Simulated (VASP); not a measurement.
## Ti9O: single point with PBE

System: Ti9O, a slab with vacuum.

```xyz
10
Lattice="2.8320 0.0000 0.0000 0.0000 7.9317 0.0000 0.0000 0.0000 19.9269" Properties=species:S:1:pos:R:3 pbc="T T T"
Ti    0.0000    3.9658    4.0000
Ti    1.4160    1.3219    4.0000
Ti    1.4160    6.6097    4.0000
Ti    0.0000    0.0000    6.2214
Ti    1.4160    5.3023    6.1947
Ti    1.4160    2.6294    6.1947
Ti    0.0000    3.9658    8.3246
Ti    1.4160    1.3217    8.4269
Ti    1.4160    6.6100    8.4269
O     1.8880    2.6436    9.4890
```

```yaml
Program: VASP 6.6.1
Task: single point
Functional: PBE
Potentials_or_basis: VASP PAW PBE potentials, release 64 (Ti_sv, O)
Cutoff: 520 eV
k_mesh: 9 × 4 × 1
Occupations: gaussian, width 0.1 eV
Spin: no spin polarisation
Dipole_correction: yes
Further_INCAR_settings: ALGO = Normal; EDIFF = 1e-06; NBANDS = 68
```

```yaml
Largest_force: 2.001 eV/Å
Band_gap_on_the_k_mesh: zero (bands 57 and 58 overlap by 0.32 eV)
```

Forces in eV/Å, atoms in the order of the input:
```
Ti  -0.012  0.072  0.246
Ti   0.015 -0.044  0.015
Ti  -0.005 -0.037 -0.186
Ti  -0.045 -0.155 -0.289
Ti   0.055 -0.035 -0.103
Ti   0.026  0.072 -0.643
Ti  -0.115 -0.453  1.134
Ti  -0.508 -0.763 -0.221
Ti   0.055 -0.584 -0.049
O    0.534  1.926  0.097
```

Levels at points of the mesh, in eV from the Fermi level:
```tsv
k point	band 55	band 56	band 57	band 58	band 59	band 60
(0.00, 0.00, 0.00)	-0.28	-0.20	-0.18	-0.13	-0.03	0.06
(0.00, 0.50, 0.00)	-0.28	-0.18	-0.04	0.20	0.25	0.34
```

Run time: 16 min on 1 thread of Intel(R) Xeon(R) 6975P-C (Granite Rapids) (shared host), peak memory 0.71 GiB.
